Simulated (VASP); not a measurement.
# Ti (I4/mmm) in VASP: notebook, part 2 of 2

VASP 6.6.1. The steps go on from the part before.

### Step 5. Single point, PBE (zz strain of -1 %)

Input file INCAR:

```
SYSTEM = Ti
ALGO     = Normal         ! electronic algorithm
EDIFF    = 1E-6           ! SCF threshold, eV
ENCUT    = 520            ! plane-wave cutoff, eV
GGA      = PE             ! functional
ISIF     = 2              ! what is computed and relaxed
ISMEAR   = -1             ! smearing method
LASPH    = .TRUE.         ! aspherical terms in the spheres
LCHARG   = .FALSE.        ! write CHGCAR
LREAL    = .FALSE.        ! projectors in reciprocal space
LWAVE    = .FALSE.        ! write WAVECAR
NBANDS   = 12             ! bands
NELM     = 60             ! most SCF steps
PREC     = Accurate       ! precision mode
SIGMA    = 0.05           ! smearing width, eV
```

Input file KPOINTS:

```
k-points
0
G
  14 14 14
  0 0 0
```

Input file POSCAR:

```
Ti
1.0
   -1.6410000000      1.6410000000      1.6245900000
    1.6410000000     -1.6410000000      1.6245900000
    1.6410000000      1.6410000000     -1.6245900000
Ti
1
Direct
    0.0000000000      0.0000000000      0.0000000000
```

On the command line:

```sh
$ cat potpaw_PBE.64/Ti_sv/POTCAR > POTCAR
$ mpirun -np 1 vasp_std > vasp.out
```

It took 56 s on 1 thread of AMD EPYC 7R43 (Zen 3), shared host; peak memory 0.14 GiB.

It converged, with:

```
Free energy            : -7.7323 eV
Pressure               : -1.6 GPa
Band gap on the k mesh : zero (band 6 reaches 8.97 eV, above the bottom of band 7 at 7.37 eV)
```

Stress tensor (GPa, compression positive):
```
-1.52  0.00  0.00
 0.00 -1.52  0.00
 0.00  0.00 -1.85
```

Levels at points of the mesh, in eV from the Fermi level:
```
           k point  band 2  band 3  band 4  band 5  band 6  band 7  band 8  band 9  band 10  band 11
(0.00, 0.00, 0.00)  -32.41  -32.41  -32.41   -5.93    0.94    1.01    1.01    2.69     2.77    17.31
(0.50, 0.00, 0.00)  -33.06  -32.61  -32.41   -2.43   -0.41    1.15    2.74    3.08     4.23     8.71
(0.50, 0.50, 0.00)  -33.06  -32.61  -32.41   -2.43   -0.32    1.08    2.66    3.04     4.22     8.64
(0.50, 0.50, 0.50)  -32.86  -32.86  -32.85   -2.08   -2.06    3.88    3.88    3.90     8.23     8.23
```

Caveat: the cell differs from its parent crystal (zz strain of -1 %).

### Step 6. Single point, PBE (zz strain of +1 %)

Input file INCAR:

```
SYSTEM = Ti
ALGO = Normal
EDIFF = 1E-7
ENCUT = 520
GGA = PE
ISIF = 2
ISMEAR = -1
LASPH = .True.
LCHARG = .True.
LELF = .True.
LREAL = .False.
LVHAR = .True.
LWAVE = .False.
NBANDS = 12
NELM = 80
PREC = Accurate
SIGMA = 0.05
```

Input file KPOINTS:

```
k-points
0
Gamma
  14 14 14
  0 0 0
```

Input file POSCAR:

```
Ti
1.0
   -1.6410000000      1.6410000000      1.6574100000
    1.6410000000     -1.6410000000      1.6574100000
    1.6410000000      1.6410000000     -1.6574100000
Ti
1
Direct
    0.0000000000      0.0000000000      0.0000000000
```

Potentials or basis: VASP PAW PBE potentials, release 64 (Ti_sv).

On the command line:

```sh
$ cat potpaw_PBE.64/Ti_sv/POTCAR > POTCAR
$ mpirun -np 1 vasp_std > vasp.out
```

OUTCAR:

```text
SYSTEM = Ti
   EDIFF = 1E-7
   ENCUT = 520
   GGA = PE
   ISIF = 2
   ISMEAR = -1
   LASPH = .True.
   LREAL = .False.
   NELM = 80
   PREC = Accurate

 ion  position               nearest neighbor table
   1  0.000  0.000  0.000-

  LATTYP: Found a body centered tetragonal cell.
 ALAT       =     3.2820000000
 C/A-ratio  =     1.0100000000

  Lattice vectors:

 A1 = (  -1.6410000000,   1.6410000000,   1.6574100000)
 A2 = (   1.6410000000,  -1.6410000000,   1.6574100000)
 A3 = (   1.6410000000,   1.6410000000,  -1.6574100000)

Analysis of symmetry for initial positions (statically):
=====================================================================
 Subroutine PRICEL returns:
 Original cell was already a primitive cell.

 Routine SETGRP: Setting up the symmetry group for a
 body centered tetragonal supercell.

 Subroutine GETGRP returns: Found 16 space group operations
 (whereof 16 operations were pure point group operations)
 out of a pool of 16 trial point group operations.

The static configuration has the point symmetry D_4h.

Analysis of symmetry for dynamics (positions and initial velocities):
[... 167 lines left out ...]
      2     -24.6732      2.00000
      3     -24.6732      2.00000
      4     -24.6722      2.00000
      5       1.9113      2.00000
      6       8.7426      0.00000
      7       8.7426      0.00000
      8       8.8104      0.00000
      9      10.4215      0.00000
     10      10.5009      0.00000
     11      24.9042      0.00000
     12      25.0779      0.00000
[... 331 lines left out ...]
 k-point    24 :       0.2857    0.1429   -0.0000
  band No.  band energies     occupation
      1     -48.6840      2.00000
      2     -25.1642      2.00000
      3     -24.8570      2.00000
      4     -24.7105      2.00000
      5       5.3480      2.00000
      6       7.5805      1.97385
      7       7.8658      0.40091
      8      10.2118      0.00000
      9      10.7729      0.00000
     10      11.7126      0.00000
     11      18.4777      0.00000
     12      20.7909      0.00000

 [... further k-points ...]

------------------------ aborting loop because EDIFF is reached ----------------------------------------

  FORCE on cell =-STRESS in cart. coord.  units (eV):
  Direction    XX          YY          ZZ          XY          YZ          ZX
  --------------------------------------------------------------------------------------
  -------------------------------------------------------------------------------------
  Total       -0.4068911     -0.4068911     -0.3765555      0.0000000     -0.0000000      0.0000000
  in kB      -36.5158722    -36.5158722    -33.7934437      0.0000000     -0.0000000      0.0000000
  external PRESSURE =     -35.6083961 kB  Pullay stress =       0.0000000 kB

 VOLUME and BASIS-vectors are now :
 -----------------------------------------------------------------------------
  energy-cutoff  :      520.00
  volume of cell :       17.85
      direct lattice vectors                 reciprocal lattice vectors
    -1.641000000  1.641000000  1.657410000     0.000000000  0.304692261  0.301675506
     1.641000000 -1.641000000  1.657410000     0.304692261  0.000000000  0.301675506
     1.641000000  1.641000000 -1.657410000     0.304692261  0.304692261  0.000000000

 POSITION                                       TOTAL-FORCE (eV/Angst)
 -----------------------------------------------------------------------------------
      0.00000      0.00000      0.00000         0.000000      0.000000      0.000000
 -----------------------------------------------------------------------------------
    total drift:                               -0.000000     -0.000000      0.000000

  FREE ENERGIE OF THE ION-ELECTRON SYSTEM (eV)
  ---------------------------------------------------
  free  energy   TOTEN  =        -7.7266480370 eV

  energy  without entropy=       -7.7057746463  energy(sigma->0) =       -7.71621134
```

stdout:

```text
POSCAR found type information on POSCAR Ti
 POSCAR found :  1 types and       1 ions
 scaLAPACK will be used
 LDA part: xc-table for (Slater+PW92), standard interpolation
 POSCAR, INCAR and KPOINTS ok, starting setup
 FFT: planning ... GRIDC
 FFT: planning ... GRID_SOFT
 FFT: planning ... GRID
 WAVECAR not read
 entering main loop
```

Run time: 64 s. Hardware: 1 thread of AMD EPYC 7R43 (Zen 3), shared host; peak memory 0.14 GiB.

Results:

```
Free energy            : -7.7266 eV
Pressure               : -3.6 GPa
Band gap on the k mesh : zero (band 6 reaches 8.74 eV, above the bottom of band 7 at 7.17 eV)
```

Levels at points of the mesh, in eV from the Fermi level:
| k point | band 3 | band 4 | band 5 | band 6 | band 7 | band 8 | band 9 | band 10 |
| --- | --- | --- | --- | --- | --- | --- | --- | --- |
| (0.00, 0.00, 0.00) | -32.47 | -32.47 | -5.89 | 0.95 | 0.95 | 1.01 | 2.62 | 2.70 |
| (0.50, 0.00, 0.00) | -32.66 | -32.47 | -2.38 | -0.34 | 1.04 | 2.62 | 2.98 | 4.12 |
| (0.50, 0.50, 0.00) | -32.67 | -32.48 | -2.38 | -0.42 | 1.11 | 2.70 | 3.01 | 4.13 |
| (0.50, 0.50, 0.50) | -32.89 | -32.89 | -2.02 | -1.99 | 3.77 | 3.79 | 3.79 | 7.98 |

Caveat: the cell differs from its parent crystal (zz strain of +1 %).

### Step 7. Overview

```csv
cell,gap on the mesh (eV),pressure (GPa)
"a = 2.814 Å, angles 108.7, 108.7, 111.1°, 1 atom",none,0.5
"a = 2.823 Å, angles 108.9, 108.9, 110.6°, 1 atom",none,-0.6
"a = 2.823 Å, angles 109.7, 109.7, 108.9°, 1 atom",none,-0.6
"a = 2.833 Å, angles 109.2, 109.2, 110.0°, 1 atom",none,-1.6
"a = 2.852 Å, angles 109.7, 109.7, 108.9°, 1 atom",none,-3.6
```

Alike in all rows: task single point; level PBE; potentials or basis VASP PAW PBE potentials, release 64 (Ti_sv); no spin polarisation; k mesh 14 × 14 × 14; cutoff (eV) 520; smearing fermi-dirac 0.05 eV.

Total energies depend on the potentials used, so only differences within one code and one set of settings carry meaning.
